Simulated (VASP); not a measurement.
Here is a VASP 6.6.1 calculation.

Contents of INCAR:

```
ALGO = Normal
DIPOL = 0.5 0.5 0.482
EDIFF = 1E-7
ENCUT = 520
GGA = PE
IDIPOL = 3
ISIF = 2
ISMEAR = 0
IVDW = 12
LASPH = True
LCHARG = False
LDIPOL = True
LREAL = Auto
LWAVE = False
NBANDS = 56
NELM = 100
PREC = Accurate
SIGMA = 0.1
```

The input KPOINTS:

```
k-points
0
Gamma
  7 7 1
```

POSCAR

```
Al10ZnCu4
1.0
    4.8103827297      0.0000000000      0.0000000000
   -2.4051913649      4.2174816824      0.0000000000
    0.0000000000      0.0000000000     27.4349633647
Al Cu Zn
10 4 1
Direct
    0.4082048451      0.8164096901      0.3098236322
    0.0917951550      0.1835903099      0.3098236322
    0.7500000000      0.5000000000      0.3584641955
    0.2500000000      0.5000000000      0.4149095976
    0.9081294258      0.8162588515      0.4642695020
    0.5916997681      0.1833995362      0.4642416518
    0.2501362329      0.5002724657      0.5146471380
    0.7502054179      0.5004108357      0.5764467645
    0.4138508544      0.8277017088      0.6209001575
    0.0866132527      0.1732265055      0.6208482654
    0.7500000000      0.0000000000      0.3866868966
    0.2500000000      0.0000000000      0.3866868966
    0.2501183351      0.0002663580      0.5410431168
    0.7501480229      0.0002663580      0.5410431168
    0.2522655144      0.5045310288      0.7201072602
```

Potentials or basis: VASP PAW PBE potentials, release 64 (Al, Cu, Zn).

Command:

```sh
$ cat potpaw_PBE.64/Al/POTCAR potpaw_PBE.64/Cu/POTCAR potpaw_PBE.64/Zn/POTCAR > POTCAR
$ mpirun -np 1 vasp_std > vasp.out
```

Q: What does it give for the dispersion energy per atom?

A: -0.317 eV.

Q: Predict the band gap on the k mesh.

A: Zero (bands 43 and 44 overlap by 0.77 eV).

Q: Predict the largest force.

A: 0.297 eV/Å.

Forces in eV/Å, atoms in the order of the input:
```
Al   0.000  0.190 -0.229
Al   0.000 -0.189 -0.229
Al   0.000  0.000 -0.161
Al   0.000  0.000  0.062
Al   0.000 -0.005 -0.004
Al   0.000  0.009 -0.002
Al   0.000 -0.001 -0.014
Al   0.000 -0.003  0.011
Al   0.000 -0.012  0.036
Al   0.000  0.012  0.041
Cu   0.001  0.000  0.271
Cu  -0.001  0.000  0.271
Cu   0.001  0.001  0.003
Cu  -0.001  0.001  0.003
Zn   0.000 -0.003 -0.059
```
